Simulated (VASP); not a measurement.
The system is Co.

```
Co
1.0
     2.47200    0.00000    0.00000
    -1.23600    2.14081    0.00000
     0.00000    0.00000    4.02114
Co
2
Direct
  0.66667 0.33333 0.75000
  0.33333 0.66667 0.25000
```

| Property | Result |
| --- | --- |
| Program | VASP 6.6.1 |
| Task | relaxation of cell and atoms |
| Functional | RPBE |
| Potentials or basis | VASP PAW PBE potentials, release 64 (Co) |
| Cutoff | 600 eV |
| k mesh | 12 × 12 × 7 |
| Occupations | fermi-dirac, width 0.05 eV |
| Spin | collinear spin, ferromagnetic start |
| Starting moments | [2.0, 2.0] μB |

At the start: pressure 10.0 GPa; volume 10.64 Å³/atom.

Task: Where does the relaxation end?

Result: Over 5 steps the energy falls by 16.0 meV/atom and the volume is 11.15 Å³/atom (+4.8 %); space group P6_3/mmc (No. 194, to 0.1 Å) before and after; moment 3.30 μB per cell.

The path:
```
step  energy change (eV)  largest force (eV/Å)  pressure (GPa)  volume (Å³)
   1              0.0000                0.0000           10.00        21.28
   2             -0.0034                0.0000           -8.12        23.39
   3             -0.0317                0.0000           -0.10        22.33
   4             -0.0317                0.0000            0.08        22.31
   5             -0.0319                0.0000            0.14        22.30
```

Final structure:
```cif
data_structure
_symmetry_space_group_name_H-M 'P 1'
_symmetry_Int_Tables_number 1
_cell_length_a 2.5175
_cell_length_b 2.5175
_cell_length_c 4.0630
_cell_angle_alpha 90.000
_cell_angle_beta 90.000
_cell_angle_gamma 120.000
_cell_volume 22.30
loop_
_atom_site_label
_atom_site_type_symbol
_atom_site_fract_x
_atom_site_fract_y
_atom_site_fract_z
_atom_site_occupancy
Co1 Co 0.66667 0.33333 0.75000 1
Co2 Co 0.33333 0.66667 0.25000 1
```

Caveat: the PAW data sets were made with another functional, which shifts forces and pressure a little.
